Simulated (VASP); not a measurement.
Write the native input for VASP 6.6.1 that does the following.

* Task: single point
* Functional: PBE
* Potentials or basis: VASP PAW PBE potentials, release 64 (Fe_sv)
* Cutoff: 600 eV
* k mesh: 22 × 22 × 22
* Occupations: gaussian, width 0.05 eV
* Spin: no spin polarisation
* Dipole correction: no
* Second run: valence_matched
* Further INCAR settings: ALGO = Normal; EDIFF = 1e-06; NBANDS = 14

The structure of Fe lies in POSCAR:

```
Fe
1.0
   -1.3697016121      1.3697016121      1.3697016121
    1.3697016121     -1.3697016121      1.3697016121
    1.3697016121      1.3697016121     -1.3697016121
Fe
1
Direct
    0.0000000000      0.0000000000      0.0000000000
```

This cell differs from its parent crystal: volume scaled by 0.980.

These files were run (other wordings do the same):

INCAR

```
PREC     = Accurate       # precision mode
ENCUT    = 600            # plane-wave cutoff, eV
EDIFF    = 1E-6           # SCF threshold, eV
ISMEAR   = 0              # smearing method
SIGMA    = 0.05           # smearing width, eV
LREAL    = False          # projectors in reciprocal space
LASPH    = True           # aspherical terms in the spheres
NELM     = 120            # most SCF steps
ALGO     = Normal         # electronic algorithm
ISIF     = 2              # what is computed and relaxed
LWAVE    = False          # write WAVECAR
LCHARG   = False          # write CHGCAR
GGA      = PE             # functional
NBANDS   = 14             # bands
GGA_COMPAT= False
```

KPOINTS

```
Automatic mesh
0
Gamma
  22 22 22
```

Potentials or basis: VASP PAW PBE potentials, release 64 (Fe_sv).

The run is started by

```bash
$ cat potpaw_PBE.64/Fe_sv/POTCAR > POTCAR
$ mpirun -np 1 vasp_std > vasp.out
```

Results of the run:

| Property | Result |
| --- | --- |
| Pressure | 1.6 GPa |
| Band gap on the k mesh | zero (band 8 reaches 15.01 eV, above the bottom of band 9 at 12.81 eV) |

Caveat: the run has no spin polarisation, though such a crystal can be magnetic.

It took 28 s on 1 thread of Intel(R) Xeon(R) Platinum 8488C (Sapphire Rapids) (shared host), peak memory 0.16 GiB.
